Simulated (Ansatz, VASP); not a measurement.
ZnO in VASP and in Ansatz

```
CELL_PARAMETERS angstrom
4.33798 0.00000 0.00000
-2.16899 3.75680 0.00000
0.00000 0.00000 3.45569
ATOMIC_POSITIONS crystal
Zn 0.00000 0.00000 0.00000
O 0.00000 0.00000 0.50000
```

Alike in both runs: task relaxation of cell and atoms; functional PBE; k mesh 6 × 6 × 8; occupations gaussian, width 0.02 eV; no spin polarisation.

|  | VASP | Ansatz |
| --- | --- | --- |
| version | VASP 6.6.1 | Ansatz 0.2.0 |
| potentials or method | VASP PAW PBE potentials, release 64 (Zn, O_h), cutoff 910 eV | scalar-relativistic, plane waves, PAW |
| valence electrons in the cell | 18 | 18 |

|  | VASP | Ansatz | Ansatz less VASP |
| --- | --- | --- | --- |
| gap on the k mesh at the Fermi level, each at its own relaxed structure (eV) | 1.38 | 1.80 | +0.425 |
| relaxed volume (Å³/atom) | 28.77 | 36.46 | +7.693 |
| relaxed cell length with the largest relative difference (Å) | 4.376 | 4.934 | +0.5577 |

One of these differences is far larger than is usual between the two programs; its cause wasn't traced.

Noted on VASP's run: the cutoff is short for stress, so the pressure is rough.
